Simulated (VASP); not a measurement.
**NaI: single point with HSE06**

NaI:

```xyz
2
Lattice="-0.0154 3.5432 3.5432 3.5432 -0.0154 3.5432 3.5278 3.5278 0.0000" Properties=species:S:1:pos:R:3 pbc="T T T"
Na    0.0000    0.0000   -0.0070
I     1.7639    1.7639    1.7786
```

This cell differs from its parent crystal: shear xy strain -0.9%.

```yaml
Program: VASP 6.6.1
Task: single point
Functional: HSE06
Potentials_or_basis: VASP PAW PBE potentials, release 64 (Na_pv, I)
Cutoff: 520 eV
k_mesh: 4 × 4 × 4
Occupations: gaussian, width 0.01 eV
Spin: no spin polarisation
```

The pressure is 0.2 GPa and the band gap on the k mesh is 4.78 eV.

Levels at points of the mesh, in eV from the valence-band top:
```
           k point  band 4  band 5  band 6  band 7  band 8  band 9  band 10  band 11
(0.00, 0.00, 0.00)  -11.33   -0.03   -0.01    0.00    4.78    8.96     9.00     9.04
(0.50, 0.00, 0.00)  -11.18   -1.30   -0.15   -0.14    6.44    8.71     8.72     8.76
(0.50, 0.50, 0.00)  -11.13   -1.21   -0.46   -0.42    6.10    7.23    10.18    11.59
(0.00, 0.00, 0.50)  -11.18   -1.30   -0.17   -0.16    6.43    8.69     8.72     8.74
(0.50, 0.00, 0.50)  -11.13   -1.21   -0.44   -0.44    6.10    7.23    10.18    11.62
```

It took 16 min on 1 thread of Intel(R) Xeon(R) Platinum 8259CL CPU @ 2.50GHz (Skylake/Cascade Lake), with other jobs on the host, peak memory 0.35 GiB.

Caveat: the cell differs from its parent crystal (shear xy strain -0.9%); the structure was generated, so it needn't be the stable form of NaI; the PAW data sets were made with another functional, which shifts forces and pressure a little; spin-orbit coupling is left out, which moves the levels of the heavy elements.
